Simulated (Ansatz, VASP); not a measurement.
**One calculation of Ti2Si3, two programs**

```xyz
5
Lattice="2.0203 1.1664 5.4422 -2.0203 1.1664 5.4422 0.0000 -2.3328 5.4422" Properties=species:S:1:pos:R:3 pbc="T T T"
Ti    0.0000    0.0000    6.6702
Ti    0.0000    0.0000    9.6566
Si    0.0000    0.0000    0.0000
Si    0.0000    0.0000    2.6297
Si    0.0000    0.0000   13.6970
```

Alike in both runs: functional PBE; k mesh 12 × 12 × 12; occupations gaussian, width 0.1 eV; no spin polarisation.

Ansatz relaxed the structure, and its values are those at the end. VASP's run is a single point on that final structure, the one shown.

|  | VASP | Ansatz |
| --- | --- | --- |
| version | VASP 6.6.1 | Ansatz 0.2.0 |
| potentials or method | VASP PAW PBE potentials, release 64 (Ti_sv, Si), cutoff 520 eV | scalar-relativistic, plane waves, PAW |
| valence electrons in the cell | 36 | 36 |

```csv
,VASP,Ansatz,Ansatz less VASP
gap on the k mesh at the Fermi level (eV),none,none,-
pressure (GPa),0.0,0.0,0.00
```

A gap of «none» marks a metal or a gap that the smearing closes.
